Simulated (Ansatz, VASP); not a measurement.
## SrTiO3: VASP beside Ansatz

```
Sr Ti O
1.0
     3.77217    0.00000    0.00000
     0.00000    3.77217    0.00000
     0.00000    0.00000    3.77217
Sr Ti O
1 1 3
Direct
  0.50000 0.50000 0.50000
  0.00000 0.00000 0.00000
  0.50000 0.00000 0.00000
  0.00000 0.50000 0.00000
  0.00000 0.00000 0.50000
```

Alike in both runs: task single point; functional LDA; k mesh 6 × 6 × 6; no spin polarisation.

```csv
,VASP,Ansatz
version,VASP 6.6.1,Ansatz 0.2.0
potentials or method,"VASP PAW LDA potentials, release 64 (Sr_sv, Ti_sv, O), cutoff 520 eV","all-electron LAPW, scalar-relativistic"
occupations,"gaussian, width 0.01 eV",fixed
```

```tsv
	VASP	Ansatz	Ansatz less VASP
gap on the k mesh at the Fermi level (eV)	1.91	1.95	+0.035
pressure (GPa)	16.4	15.2	-1.22
```

LDA's correlation is that of Perdew and Zunger in VASP and of Perdew and Wang (1992) in Ansatz. Ansatz ran all-electron here, and VASP with PAW potentials.
